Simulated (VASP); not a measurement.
Runs of VASP 6.6.1 on MgO. The structure is that of space group Fm-3m (No. 225), or close to it. The cells are those of the table. 

```csv
cell,gap on the mesh (eV),pressure (GPa)
"a = 2.973, b = 2.973, c = 4.212 Å, angles 90.0, 86.6, 90.0°, 4 atoms",5.38,-1.1
"a = 2.973, b = 2.973, c = 4.205 Å, angles 90.0, 89.4, 90.0°, 4 atoms",5.62,-1.1
"a = 2.884, b = 2.884, c = 4.288 Å, 4 atoms",6.01,7.3
"a = 2.884, b = 2.884, c = 4.280 Å, 4 atoms",6.03,(a)
"a = 2.973, b = 2.973, c = 4.204 Å, 4 atoms",(b),-1.1
```

Alike in all rows: task single point; level r2SCAN; potentials or basis VASP PAW PBE potentials, release 64 (Mg, O); no spin polarisation; k mesh 8 × 8 × 6; cutoff (eV) 520; smearing gaussian 0.02 eV.

Q: Estimate the missing entries.

A: (a) 7.6; (b) 5.66.

Caveats: the PAW data sets were made with another functional, which shifts forces and pressure a little; the cell stands under pressure (at least some runs).

